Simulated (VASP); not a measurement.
# Li: relaxation of the atoms with PBEsol

System: Li, a slab with vacuum.

```
Li
1.0
     4.85037    0.00000    0.00000
    -2.42518    4.20054    0.00000
     0.00000    0.00000   24.95040
Li
6
Direct
  0.16667 0.33333 0.40080
  0.50000 0.00000 0.44048
  0.83333 0.66667 0.48016
  0.16667 0.33333 0.51984
  0.50000 0.00000 0.55952
  0.83333 0.66667 0.59920
```

```json
{"Program": "VASP 6.6.1", "Task": "relaxation of the atoms", "Functional": "PBEsol", "Potentials or basis": "VASP PAW PBE potentials, release 64 (Li_sv)", "Cutoff": "520 eV", "k mesh": "8 × 8 × 1", "Occupations": "fermi-dirac, width 0.08 eV", "Spin": "no spin polarisation", "Dipole correction": "yes", "Further INCAR settings": "ALGO = Normal; EDIFF = 1e-07; IBRION = 2; EDIFFG = -0.01; NSW = 60"}
```

```json
{"Energy gained by relaxing": "3.4 meV/atom", "Ionic steps": "8", "Largest force after relaxing": "0.010 eV/Å", "Band gap on the k mesh": "zero (bands 9 and 10 overlap by 0.45 eV)"}
```

Forces on the atoms (eV/Å):
```
Li   0.000  0.000  0.010
Li   0.000  0.000  0.003
Li   0.000  0.000 -0.002
Li   0.000  0.000  0.002
Li   0.000  0.000 -0.003
Li   0.000  0.000 -0.010
```

Step by step:
| step | energy change (eV) | largest force (eV/Å) | pressure (GPa) |
| --- | --- | --- | --- |
| 1 | 0.0000 | 0.1765 | -0.20 |
| 2 | -0.0032 | 0.1630 | -0.20 |
| 3 | -0.0113 | 0.1233 | -0.20 |
| 4 | -0.0196 | 0.0272 | -0.19 |
| 5 | -0.0199 | 0.0169 | -0.19 |
| 6 | -0.0199 | 0.0159 | -0.19 |
| 7 | -0.0200 | 0.0145 | -0.19 |
| 8 | -0.0202 | 0.0098 | -0.18 |

Final structure:
```yaml
crystal:
  lattice:
    - [4.85037, 0.00000, 0.00000]
    - [-2.42518, 4.20054, 0.00000]
    - [0.00000, 0.00000, 24.95040]
  atoms:
    - { symbol: Li, position: [0.16667, 0.33333, 0.40045] }
    - { symbol: Li, position: [0.50000, 0.00000, 0.44442] }
    - { symbol: Li, position: [0.83333, 0.66667, 0.47911] }
    - { symbol: Li, position: [0.16667, 0.33333, 0.52089] }
    - { symbol: Li, position: [0.50000, 0.00000, 0.55558] }
    - { symbol: Li, position: [0.83333, 0.66667, 0.59955] }
```

Levels at points of the mesh, in eV from the Fermi level:
```tsv
k point	band 7	band 8	band 9	band 10	band 11	band 12
(0.00, 0.00, 0.00)	-3.15	-1.82	-0.32	1.19	2.49	2.68
(0.50, 0.00, 0.00)	-1.57	-1.56	-0.26	-0.05	0.73	1.24
```

Wall time 14 min on 1 thread of AMD EPYC 7R13 (shared host), peak memory 0.58 GiB.

Caveat: the cutoff is under 1.25 times the usual one of these potentials, so pressure, stress and relaxed cells hold a basis-set (Pulay) error; the PAW data sets were made with another functional, which shifts forces and pressure a little.
